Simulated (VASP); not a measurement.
Write the native input for VASP 6.6.1 that does the following.

```yaml
Task: single point
Functional: PBEsol
Potentials_or_basis: VASP PAW PBE potentials, release 64 (Ti_sv, N)
Cutoff: 520 eV
k_mesh: 7 × 7 × 1
Occupations: methfessel-paxton, width 0.1 eV
Spin: no spin polarisation
Dipole_correction: yes
Further_INCAR_settings: ALGO = Normal; EDIFF = 1e-06; NBANDS = 25; NELMDL = -8
```

The structure of TiN lies in POSCAR:

```
TiN
1.0
    2.9967185387      0.0000000000      0.0000000000
    1.4983592693      2.5952343825      0.0000000000
    0.0000000000      0.0000000000     15.6702156612
Ti N
2 2
Direct
    0.0000000000      0.0000000000      0.3828919863
    0.3333333333      0.3333333333      0.5390360046
    0.6666666667      0.6666666667      0.4609639954
    0.0000000000      1.0000000000      0.6171080137
```

One way to write it, as run:

INCAR

```
SYSTEM = TiN
PREC = Accurate
ENCUT = 520
EDIFF = 1E-6
ISMEAR = 1
SIGMA = 0.1
LREAL = .False.
LASPH = .True.
NELM = 120
ALGO = Normal
ISIF = 2
LWAVE = .False.
LCHARG = .False.
LDIPOL = .True.
IDIPOL = 3
DIPOL = 0.5 0.5 0.500
GGA = PS
NBANDS = 25
GGA_COMPAT = .False.
NELMDL = -8
```

KPOINTS

```
regular mesh
0
Gamma
  7 7 1
  0 0 0
```

Potentials or basis: VASP PAW PBE potentials, release 64 (Ti_sv, N).

Run with:

```console
$ cat potpaw_PBE.64/Ti_sv/POTCAR potpaw_PBE.64/N/POTCAR > POTCAR
$ mpirun -np 1 vasp_std > vasp.out
```

It gave:

The largest force is 4.990 eV/Å and the band gap on the k mesh is 0.05 eV (least direct gap 0.16 eV).

Caveat: the PAW data sets were made with another functional, which shifts forces and pressure a little.

Run time: 93 s on 1 thread of Intel Xeon 8259CL, on a shared host, peak memory 0.25 GiB.
